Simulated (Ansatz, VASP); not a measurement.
# Two plane-wave programs on In2SbO6

File INCAR:

```
PREC = Accurate ; ENCUT = 520
EDIFF = 1E-6 ; ISMEAR = -1
SIGMA = 0.1 ; LREAL = False
LASPH = True ; NELM = 60
ALGO = Normal ; ISIF = 2
LWAVE = False ; LCHARG = False
GGA = PE ; NBANDS = 44
```

KPOINTS

```
regular mesh
0
Gamma
  5 5 4
```

File POSCAR:

```
In2SbO6
1.0
    0.0000000000      3.9833640000      0.0000000000
    6.7112440000     -1.9916820000      0.0000000000
    1.2520030000      0.0000000000     -4.9606090000
O Sb In
6 1 2
Direct
    0.4171000000      0.8342000000      0.8339000000
    0.5829000000      0.1658000000      0.1661000000
    0.6963000000      0.3926000000      0.5987000000
    0.3037000000      0.6074000000      0.4013000000
    0.9309000000      0.8618000000      0.3798000000
    0.0691000000      0.1382000000      0.6202000000
    0.5000000000      0.0000000000      0.5000000000
    0.8084400000      0.6168800000      0.2427500000
    0.1915600000      0.3831200000      0.7572500000
```

Input for Ansatz:

```yaml
crystal:
  lattice:
    - [0.0, 3.983364, 0.0]
    - [6.711244, -1.991682, 0.0]
    - [1.252003, 0.0, -4.960609]
  atoms:
    - { symbol: O, position: [0.4171, 0.8342, 0.8339] }
    - { symbol: O, position: [0.5829, 0.1658, 0.1661] }
    - { symbol: O, position: [0.6963, 0.3926, 0.5987] }
    - { symbol: O, position: [0.3037, 0.6074, 0.4013] }
    - { symbol: Sb, position: [0.5, 0.0, 0.5] }
    - { symbol: O, position: [0.9309, 0.8618, 0.3798] }
    - { symbol: O, position: [0.0691, 0.1382, 0.6202] }
    - { symbol: In, position: [0.80844, 0.61688, 0.24275] }
    - { symbol: In, position: [0.19156, 0.38312, 0.75725] }
  symmetry: { tolerance: 0.0003 }
kpoints:
  mp_grid: { grid: [5, 5, 4], shift: [0, 0, 0] }
magnetization:
  spin_polarized: false
scf:
  occupations: { method: fermi_dirac }
hamiltonian:
  pseudopotentials: { kind: paw }
  xc: pbe
basis:
  ecutwfc: 420
output:
  forces: true
  stress: true
  eigenvalues: true
```

Alike in both runs: task single point; functional PBE; k mesh 5 × 5 × 4; no spin polarisation.

|  | VASP | Ansatz |
| --- | --- | --- |
| version | VASP 6.6.1 | Ansatz 0.2.0 |
| potentials or method | VASP PAW PBE potentials, release 64 (O, Sb, In_d), cutoff 520 eV | PAW plane waves |
| occupations | fermi-dirac, width 0.1 eV | fermi-dirac |
| valence electrons in the cell | 67 | 77 |

Ansatz gave:

```
gap on the k mesh at the Fermi level (eV) : none
pressure (GPa)                            : 5.6
rms of the force components (eV/Å)        : 1.505
```

**Question.** Which values does VASP return?

**Answer.** gap on the k mesh at the Fermi level (eV): none; pressure (GPa): 6.3; rms of the force components (eV/Å): 1.631.

A gap of «none» marks a metal or a gap that the smearing closes. VASP's potentials hold 67 valence electrons a cell and Ansatz's 77, so a difference there can come from the potentials and not from the codes.

Neither program's run includes spin-orbit coupling.
